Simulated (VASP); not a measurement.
A run of VASP 6.6.1:

The input POSCAR:

```
Fe
1.0
    2.5239623846      0.0000000000      0.0000000000
   -1.2619811923      2.1858155433      0.0000000000
    0.0000000000      0.0000000000      3.9840730721
Fe
2
Direct
    0.3333333333      0.6666666667      0.2500000000
    0.6666666667      0.3333333333      0.7500000000
```

The input INCAR.step1:

```
PREC = Accurate ; ENCUT = 600
ISMEAR = 0 ; SIGMA = 0.1
LREAL = F ; LASPH = T
NELM = 150 ; ISPIN = 2
MAGMOM = 3.08 3.08 ; LMAXMIX = 4
GGA = PE ; ALGO = Normal
EDIFF = 1E-4 ; LWAVE = T
LCHARG = F
```

Contents of INCAR.step2:

```
PREC = Accurate ; ENCUT = 600
EDIFF = 1E-6 ; ISMEAR = 0
SIGMA = 0.1 ; LREAL = F
LASPH = T ; NELM = 150
ALGO = Normal ; ISIF = 3
LWAVE = F ; LCHARG = F
ISPIN = 2 ; MAGMOM = 3.08 3.08
LORBIT = 11 ; LMAXMIX = 4
METAGGA = R2SCAN ; LMIXTAU = T
IBRION = 2 ; NSW = 80
EDIFFG = -0.05 ; ISTART = 1
```

File KPOINTS:

```
regular mesh
0
Gamma
  12 12 6
```

Potentials or basis: VASP PAW PBE potentials, release 64 (Fe).

Command:

```bash
$ cat potpaw_PBE.64/Fe/POTCAR > POTCAR
$ cp INCAR.step1 INCAR
$ mpirun -np 1 vasp_std > vasp.out
$ cp INCAR.step2 INCAR
$ mpirun -np 1 vasp_std > vasp.out
```

Hardware: 1 thread of Intel(R) Xeon(R) 6975P-C (Granite Rapids), with other jobs on the host.

Question: Estimate the wall time of this run.

Answer: Wall time 6.3 min on 1 thread of Intel(R) Xeon(R) 6975P-C (Granite Rapids), on a shared host, peak memory 0.18 GiB. Counts: k points 76, ion steps 6.
